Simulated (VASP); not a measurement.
# GaN (F-43m) in VASP: a series of runs

GaN is run at these levels: PBEsol; tasks: single point.

Everything below comes from runs of VASP 6.6.1. Logs are shortened: lines on timing, memory, paths and dates and some standing lists are left out, and cuts for length are marked.

## 1. The cell of the first run

It takes space group F-43m (No. 216, cubic). Conventional cell: a = 4.383 Å, b = 4.383 Å, c = 4.383 Å, α = 90.00°, β = 90.00°, γ = 90.00°. Within 2.5 Å of Ga (site symmetry -43m) lie 4 N at 1.90 Å. Within 2.5 Å of N (site symmetry -43m) lie 4 Ga at 1.90 Å.

## 2. Single point, PBEsol

The input, INCAR:

```
SYSTEM = GaN
PREC = Accurate
ENCUT = 520
EDIFF = 1E-6
ISMEAR = 0
SIGMA = 0.01
LREAL = .FALSE.
LASPH = .TRUE.
NELM = 60
ALGO = Normal
ISIF = 2
LWAVE = .FALSE.
LCHARG = .FALSE.
GGA = PS
NBANDS = 16
```

The input, KPOINTS:

```
regular mesh
0
G
  8 8 8
  0 0 0
```

The input, POSCAR:

```
GaN
1.0
    0.0000000000      2.1917298925      2.1917298925
    2.1917298925      0.0000000000      2.1917298925
    2.1917298925      2.1917298925      0.0000000000
Ga N
1 1
Direct
    0.0000000000      0.0000000000      0.0000000000
    0.7500000000      0.7500000000      0.7500000000
```

Potentials or basis: VASP PAW PBE potentials, release 64 (Ga_d, N).

Run with:

```bash
> cat potpaw_PBE.64/Ga_d/POTCAR potpaw_PBE.64/N/POTCAR > POTCAR
> mpirun -np 1 vasp_std > vasp.out
```

OUTCAR:

```text
SYSTEM = GaN
   PREC = Accurate
   ENCUT = 520
   EDIFF = 1E-6
   ISMEAR = 0
   LREAL = .FALSE.
   LASPH = .TRUE.
   NELM = 60
   ISIF = 2
   GGA = PS

 ion  position               nearest neighbor table
   1  0.000  0.000  0.000-   2 1.90   2 1.90   2 1.90   2 1.90
   2  0.750  0.750  0.750-   1 1.90   1 1.90   1 1.90   1 1.90

  LATTYP: Found a face centered cubic cell.
 ALAT       =     4.3834597850

  Lattice vectors:

 A1 = (   0.0000000000,   2.1917298925,   2.1917298925)
 A2 = (   2.1917298925,   0.0000000000,   2.1917298925)
 A3 = (   2.1917298925,   2.1917298925,   0.0000000000)

Analysis of symmetry for initial positions (statically):
=====================================================================
 Subroutine PRICEL returns:
 Original cell was already a primitive cell.

 Routine SETGRP: Setting up the symmetry group for a
 face centered cubic supercell.

 Subroutine GETGRP returns: Found 24 space group operations
 (whereof 24 operations were pure point group operations)
 out of a pool of 48 trial point group operations.

The static configuration has the point symmetry T_d .

Analysis of symmetry for dynamics (positions and initial velocities):
=====================================================================
 Subroutine PRICEL returns:
 Original cell was already a primitive cell.

 Routine SETGRP: Setting up the symmetry group for a
 face centered cubic supercell.

 Subroutine GETGRP returns: Found 24 space group operations
 (whereof 24 operations were pure point group operations)
 out of a pool of 48 trial point group operations.

The dynamic configuration has the point symmetry T_d .

 Subroutine INISYM returns: Found 24 space group operations
 (whereof 24 operations are pure point group operations),
 and found     1 'primitive' translations

----------------------------------------------------------------------------------------

                                     Primitive cell

  volume of cell :      21.0567

  direct lattice vectors                    reciprocal lattice vectors
     0.000000000  2.191729893  2.191729893    -0.228130301  0.228130301  0.228130301
     2.191729893  0.000000000  2.191729893     0.228130301 -0.228130301  0.228130301
     2.191729893  2.191729893  0.000000000     0.228130301  0.228130301 -0.228130301

  length of vectors
     3.099574139  3.099574139  3.099574139     0.395133272  0.395133272  0.395133272

  position of ions in fractional coordinates (direct lattice)
     0.000000000  0.000000000  0.000000000
     0.750000000  0.750000000  0.750000000

  ion indices of the primitive-cell ions
   primitive index   ion index
                 1           1
                 2           2

----------------------------------------------------------------------------------------

 KPOINTS: regular mesh

Automatic generation of k-mesh.
 Grid dimensions read from file:
 generate k-points for:    8    8    8

 Generating k-lattice:

  Cartesian coordinates                     Fractional coordinates (reciprocal lattice)
    -0.028516288  0.028516288  0.028516288     0.125000000  0.000000000  0.000000000
     0.028516288 -0.028516288  0.028516288     0.000000000  0.125000000  0.000000000
     0.028516288  0.028516288 -0.028516288     0.000000000  0.000000000  0.125000000

  Length of vectors
     0.049391659  0.049391659  0.049391659

  Shift w.r.t. Gamma in fractional coordinates (k-lattice)
     0.000000000  0.000000000  0.000000000

 Subroutine IBZKPT returns following result:
 ===========================================

 Found     29 irreducible k-points:

 Following reciprocal coordinates:
            Coordinates               Weight
  0.000000  0.000000  0.000000      1.000000
  0.125000  0.000000  0.000000      8.000000
  0.250000  0.000000  0.000000      8.000000
  0.375000  0.000000  0.000000      8.000000
  0.500000  0.000000  0.000000      4.000000
  0.125000  0.125000  0.000000      6.000000
[... 16 lines left out ...]
  0.500000  0.250000  0.125000     48.000000
 -0.375000  0.250000  0.125000     24.000000
 [... further k-points ...]
   k-points           NKPTS =     29   k-points in BZ     NKDIM =     29   number of bands    NBANDS=     16
   number of dos      NEDOS =    301   number of ions     NIONS =      2
   total plane-waves  NPLWV =  13824
   dimension x,y,z NGX =    24 NGY =   24 NGZ =   24
   dimension x,y,z NGXF=    48 NGYF=   48 NGZF=   48
   ions per type =               1   1
   NGX,Y,Z   is equivalent  to a cutoff of  12.87, 12.87, 12.87 a.u.
   NGXF,Y,Z  is equivalent  to a cutoff of  25.74, 25.74, 25.74 a.u.
 SYSTEM =  GaN
   PREC   = accura    normal or accurate (medium, high low for compatibility)
   ISTART =      0    job   : 0-new  1-cont  2-samecut
   ICHARG =      2    charge: 1-file 2-atom 10-const
   ISPIN  =      1    spin polarized calculation?
   LNONCOLLINEAR =      F non collinear calculations
   LSORBIT =      F    spin-orbit coupling
   LASPH  =      T    aspherical Exc in radial PAW
   ENCUT  =  520.0 eV  38.22 Ry    6.18 a.u.   5.76  5.76  5.76*2*pi/ulx,y,z
   NELM   =     60;   NELMIN=  2; NELMDL= -5     # of ELM steps
   EDIFF  = 0.1E-05   stopping-criterion for ELM
   LREAL  =      F    real-space projection
   EDIFFG = 0.1E-04   stopping-criterion for IOM
   NSW    =      0    number of steps for IOM
   IBRION =     -1    ionic relax: 0-MD 1-quasi-New 2-CG
   NFREE  =      0    steps in history (QN), initial steepest desc. (CG)
   ISIF   =      2    stress and relaxation
   ISYM   =      2    0-nonsym 1-usesym 2-fastsym
   POTIM  = 0.5000    time-step for ionic-motion
   TEBEG  =    0.0;   TEEND  =   0.0 temperature during run
   PSTRESS=    0.0 pullay stress
   NELECT =      18.0000    total number of electrons
   NUPDOWN=      -1.0000    fix difference up-down
   EMIN   =  10.00;   EMAX   =-10.00  energy-range for DOS
   EFERMI =   0.00;   METHOD = LEGACY
   ISMEAR =     0;   SIGMA  =   0.01  broadening in eV -4-tet -1-fermi 0-gaus
   EFERMI_NEDOS =   21; number of points for ismear=-14 and -15
   IALGO  =     38    algorithm
   IMIX   =      4    mixing-type and parameters
     AMIX     =   0.40;   BMIX     =  1.00
     AMIX_MAG =   1.60;   BMIX_MAG =  1.00
  volume/ion in A,a.u.               =      10.53        71.05
  Fermi-wavevector in a.u.,A,eV,Ry     =   1.553705  2.936077 32.844465  2.414000
  Thomas-Fermi vector in A             =   2.657897
   LORBIT       =      0    0 simple, 1 ext, 2 COOP (PROOUT), +10 PAW based schemes
   GGA     = PS    functional components
   LHFCALC =     F    Hartree Fock is set to
   AEXX    =    0.0000 exact exchange contribution
   IVDW    =     0    specifies the selected vdW correction
   LEPSILON=     F    determine dielectric tensor
   LRPA    =     F    only Hartree local field effects (RPA)
 non-spin polarized calculation
 Gauss-broadening in eV      SIGMA  =   0.01
  energy-cutoff  :      520.00
  volume of cell :       21.06
 maximum number of plane-waves:       588
   NGX = 11   NGY = 11   NGZ = 11

 number of electron      17.9999995 magnetization

 Free energy of the ion-electron system (eV)
  ---------------------------------------------------
  ext. energy  EPLUGINS =         0.00000000
  ---------------------------------------------------
  free energy    TOTEN  =       -13.03853095 eV

  energy without entropy =      -13.03853095  energy(sigma->0) =      -13.03853095

 E-fermi :   6.2702     XC(G=0): -12.3567

 val. band max:        6.1040311125   @ k =   0.0000   0.0000   0.0000
 cond. band min:       8.3195819471   @ k =   0.0000   0.0000   0.0000
 fundamental gap:      2.2155508346
 Fermi energy:         6.2701780438

 k-point     1 :       0.0000    0.0000    0.0000
  band No.  band energies     occupation
      1     -10.5866      2.00000
      2      -7.4090      2.00000
      3      -7.4090      2.00000
      4      -7.4090      2.00000
      5      -6.9885      2.00000
      6      -6.9885      2.00000
[... 8 lines left out ...]
     15      25.4310      0.00000
     16      25.4310      0.00000

 k-point     2 :       0.1250    0.0000    0.0000
  band No.  band energies     occupation
      1     -10.3848      2.00000
      2      -7.3825      2.00000
      3      -7.3825      2.00000
      4      -7.3559      2.00000
      5      -6.9909      2.00000
      6      -6.9909      2.00000
[... 8 lines left out ...]
     15      23.7880      0.00000
     16      23.8243      0.00000

 k-point     3 :       0.2500    0.0000    0.0000
  band No.  band energies     occupation
      1      -9.9069      2.00000
      2      -7.3304      2.00000
      3      -7.3304      2.00000
      4      -7.0798      2.00000
      5      -6.9834      2.00000
      6      -6.9834      2.00000
[... 8 lines left out ...]
     15      23.4338      0.00000
     16      23.4338      0.00000

 k-point     4 :       0.3750    0.0000    0.0000
  band No.  band energies     occupation
      1      -9.5001      2.00000
      2      -7.3010      2.00000
      3      -7.3010      2.00000
      4      -6.9505      2.00000
      5      -6.9505      2.00000
      6      -6.3579      2.00000
[... 8 lines left out ...]
     15      25.0608      0.00000
     16      25.0608      0.00000
[... 324 lines left out ...]
 k-point    22 :       0.3750    0.2500    0.1250
  band No.  band energies     occupation
      1      -9.5891      2.00000
      2      -7.2811      2.00000
      3      -7.2530      2.00000
      4      -7.1189      2.00000
      5      -6.9585      2.00000
      6      -6.6872      2.00000
[... 8 lines left out ...]
     15      25.9207      0.00000
     16      28.4093      0.00000

 k-point    23 :       0.5000    0.2500    0.1250
  band No.  band energies     occupation
      1      -9.3168      2.00000
      2      -7.2706      2.00000
      3      -7.2134      2.00000
      4      -7.0593      2.00000
      5      -6.9469      2.00000
      6      -5.9439      2.00000
[... 8 lines left out ...]
     15      26.0893      0.00000
     16      28.1658      0.00000

 k-point    24 :      -0.3750    0.2500    0.1250
  band No.  band energies     occupation
      1      -9.2312      2.00000
      2      -7.2783      2.00000
      3      -7.1964      2.00000
      4      -7.0210      2.00000
      5      -6.9482      2.00000
      6      -5.3850      2.00000
[... 8 lines left out ...]
     15      25.5749      0.00000
     16      28.0793      0.00000

 [... further k-points ...]

------------------------ aborting loop because EDIFF is reached ----------------------------------------

  FORCE on cell =-STRESS in cart. coord.  units (eV):
  Direction    XX          YY          ZZ          XY          YZ          ZX
  --------------------------------------------------------------------------------------
  -------------------------------------------------------------------------------------
  Total        2.2299853      2.2299853      2.2299853      0.0000000      0.0000000     -0.0000000
  in kB      169.6764225    169.6764225    169.6764225      0.0000000      0.0000000     -0.0000000
  external PRESSURE =     169.6764225 kB  Pullay stress =       0.0000000 kB

 VOLUME and BASIS-vectors are now :
 -----------------------------------------------------------------------------
  energy-cutoff  :      520.00
  volume of cell :       21.06
      direct lattice vectors                 reciprocal lattice vectors
     0.000000000  2.191729893  2.191729893    -0.228130301  0.228130301  0.228130301
     2.191729893  0.000000000  2.191729893     0.228130301 -0.228130301  0.228130301
     2.191729893  2.191729893  0.000000000     0.228130301  0.228130301 -0.228130301

 POSITION                                       TOTAL-FORCE (eV/Angst)
 -----------------------------------------------------------------------------------
      0.00000      0.00000      0.00000        -0.000000      0.000000     -0.000000
      3.28759      3.28759      3.28759         0.000000     -0.000000      0.000000
 -----------------------------------------------------------------------------------
    total drift:                               -0.000002     -0.000002     -0.000001

  FREE ENERGIE OF THE ION-ELECTRON SYSTEM (eV)
  ---------------------------------------------------
  free  energy   TOTEN  =       -13.0385309547 eV

  energy  without entropy=      -13.0385309547  energy(sigma->0) =      -13.03853095
```

It took 11 s on 1 thread of Intel Xeon 6975P-C, shared host; peak memory 0.14 GiB.

What came out:

```yaml
Free_energy: -13.0385 eV
Pressure: 17.0 GPa
Band_gap_on_the_k_mesh: 2.22 eV, direct
```

Caveat: the PAW data sets were made with another functional, which shifts forces and pressure a little.

## 3. Single point, PBEsol

This run uses another cell than the first one, of 10.83 Å³/atom, 1.029 times its volume.

The input, INCAR:

```
SYSTEM = GaN
PREC     = Accurate       ! precision mode
ENCUT    = 520            ! plane-wave cutoff, eV
EDIFF    = 1E-6           ! SCF threshold, eV
ISMEAR   = 0              ! smearing method
SIGMA    = 0.01           ! smearing width, eV
LREAL    = .False.        ! projectors in reciprocal space
LASPH    = .True.         ! aspherical terms in the spheres
NELM     = 100            ! most SCF steps
ALGO     = Normal         ! electronic algorithm
ISIF     = 2              ! what is computed and relaxed
LWAVE    = .False.        ! write WAVECAR
LCHARG   = .False.        ! write CHGCAR
GGA      = PS             ! functional
NBANDS   = 16             ! bands
```

The input, KPOINTS:

```
regular mesh
0
Gamma
  8 8 8
  0 0 0
```

The input, POSCAR:

```
GaN
1.0
    0.0000000000      2.2127046587      2.2127046587
    2.2127046587      0.0000000000      2.2127046587
    2.2127046587      2.2127046587      0.0000000000
Ga N
1 1
Direct
    0.0000000000      0.0000000000      0.0000000000
    0.7500000000      0.7500000000      0.7500000000
```

Potentials or basis: VASP PAW PBE potentials, release 64 (Ga_d, N).

Run with:

```bash
> cat potpaw_PBE.64/Ga_d/POTCAR potpaw_PBE.64/N/POTCAR > POTCAR
> mpirun -np 1 vasp_std > vasp.out
```

Wall time 16 s (1 thread of Intel Xeon 6975P-C, shared host); peak memory 0.14 GiB.

It converged, with:

```yaml
Free_energy: -13.0899 eV
Pressure: 10.0 GPa
Band_gap_on_the_k_mesh: 2.03 eV, direct
```

Levels at points of the mesh, in eV from the valence-band top:
| k point | band 7 | band 8 | band 9 | band 10 | band 11 | band 12 |
| --- | --- | --- | --- | --- | --- | --- |
| (0.00, 0.00, 0.00) | 0.00 | 0.00 | 0.00 | 2.03 | 10.54 | 10.54 |
| (0.50, 0.00, 0.00) | -7.49 | -1.05 | -1.05 | 4.94 | 8.90 | 10.55 |
| (0.50, 0.50, 0.00) | -6.41 | -2.94 | -2.94 | 3.24 | 6.87 | 11.98 |

Caveat: the PAW data sets were made with another functional, which shifts forces and pressure a little. PBEsol gaps usually lie below the measured ones, often by a third to a half.

## 4. Single point, PBEsol

This run uses another cell than the first one, of 11.14 Å³/atom, 1.058 times its volume.

INCAR: that of step 3 with these lines changed.

```diff
@@ -8,3 +8,3 @@
 LASPH    = .True.         ! aspherical terms in the spheres
-NELM     = 100            ! most SCF steps
+NELM     = 80             ! most SCF steps
 ALGO     = Normal         ! electronic algorithm
```

KPOINTS is that of step 3.

The input, POSCAR:

```
GaN
1.0
    0.0000000000      2.2332891399      2.2332891399
    2.2332891399      0.0000000000      2.2332891399
    2.2332891399      2.2332891399      0.0000000000
Ga N
1 1
Direct
    0.0000000000      0.0000000000      0.0000000000
    0.7500000000      0.7500000000      0.7500000000
```

Run with:

```bash
> cat potpaw_PBE.64/Ga_d/POTCAR potpaw_PBE.64/N/POTCAR > POTCAR
> mpirun -np 1 vasp_std > vasp.out
```

It took 15 s on 1 thread of Intel Xeon 6975P-C, shared host; peak memory 0.14 GiB.

Results (log left out):

* Free energy: -13.1164 eV
* Pressure: 3.9 GPa
* Band gap on the k mesh: 1.86 eV, direct

Levels at points of the mesh, in eV from the valence-band top:
```tsv
k point	band 7	band 8	band 9	band 10	band 11	band 12
(0.00, 0.00, 0.00)	0.00	0.00	0.00	1.86	10.37	10.37
(0.50, 0.00, 0.00)	-7.29	-1.01	-1.01	4.75	8.77	10.40
(0.50, 0.50, 0.00)	-6.29	-2.83	-2.83	3.23	6.72	11.77
```

Caveat: the PAW data sets were made with another functional, which shifts forces and pressure a little.

## 5. Summary

```csv
cell,gap on the mesh (eV),pressure (GPa)
"a = 3.100 Å, angles 60.0°, 2 atoms",2.22,17.0
"a = 3.129 Å, angles 60.0°, 2 atoms",2.03,10.0
"a = 3.158 Å, angles 60.0°, 2 atoms",1.86,3.9
```

Alike in all rows: task single point; level PBEsol; potentials or basis VASP PAW PBE potentials, release 64 (Ga_d, N); no spin polarisation; k mesh 8 × 8 × 8; cutoff (eV) 520; smearing gaussian 0.01 eV.

Caveats: the PAW data sets were made with another functional, which shifts forces and pressure a little.

Absolute energies hang on the potentials; compare differences alone.
